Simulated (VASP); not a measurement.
Wanted: the native input for a VASP 6.6.1 run.

```
Task                   : single point
Functional             : LDA
Potentials or basis    : VASP PAW LDA potentials, release 64 (Al, Ga_d, N)
Cutoff                 : 520 eV
k mesh                 : 8 × 8 × 6
Occupations            : gaussian, width 0.05 eV
Spin                   : no spin polarisation
Dipole correction      : no
Further INCAR settings : ALGO = Normal; EDIFF = 1e-07; NBANDS = 21
```

The structure of AlGaN2 lies in POSCAR:

```
AlGaN2
1.0
    3.0080806836      0.0000000000      0.0000000000
    0.0000000000      3.0080806836      0.0000000000
    0.0000000000      0.0000000000      5.0779410019
Al Ga N
1 1 2
Direct
    0.5000000000      0.5000000000      0.5000000000
    0.0000000000      0.0000000000      0.0000000000
    0.5000000000      0.0000000000      0.7418095923
    0.0000000000      0.5000000000      0.2581904077
```

This cell differs from its parent crystal: volume 11.487 Å^3 an atom, c/a of the conventional cell 1.6881.

These files were run (other wordings do the same):

INCAR

```
SYSTEM = AlGaN2
PREC     = Accurate       ! precision mode
ENCUT    = 520            ! plane-wave cutoff, eV
EDIFF    = 1E-7           ! SCF threshold, eV
ISMEAR   = 0              ! smearing method
SIGMA    = 0.05           ! smearing width, eV
LREAL    = .FALSE.        ! projectors in reciprocal space
LASPH    = .TRUE.         ! aspherical terms in the spheres
NELM     = 60             ! most SCF steps
ALGO     = Normal         ! electronic algorithm
ISIF     = 2              ! what is computed and relaxed
LWAVE    = .FALSE.        ! write WAVECAR
LCHARG   = .FALSE.        ! write CHGCAR
NBANDS   = 21             ! bands
```

KPOINTS

```
Automatic mesh
0
G
  8 8 6
  0 0 0
```

Potentials or basis: VASP PAW LDA potentials, release 64 (Al, Ga_d, N).

Launch:

```bash
$ cat potpaw_LDA.64/Al/POTCAR potpaw_LDA.64/Ga_d/POTCAR potpaw_LDA.64/N/POTCAR > POTCAR
$ mpirun -np 1 vasp_std > vasp.out
```

Results of the run:

```yaml
Pressure: -14.3 GPa
Largest_force: 0.032 eV/Å
Band_gap_on_the_k_mesh: 1.89 eV, indirect (least direct gap 1.91 eV)
```

It took 23 s on 1 thread of Intel Xeon 6975P-C (shared host), peak memory 0.18 GiB.
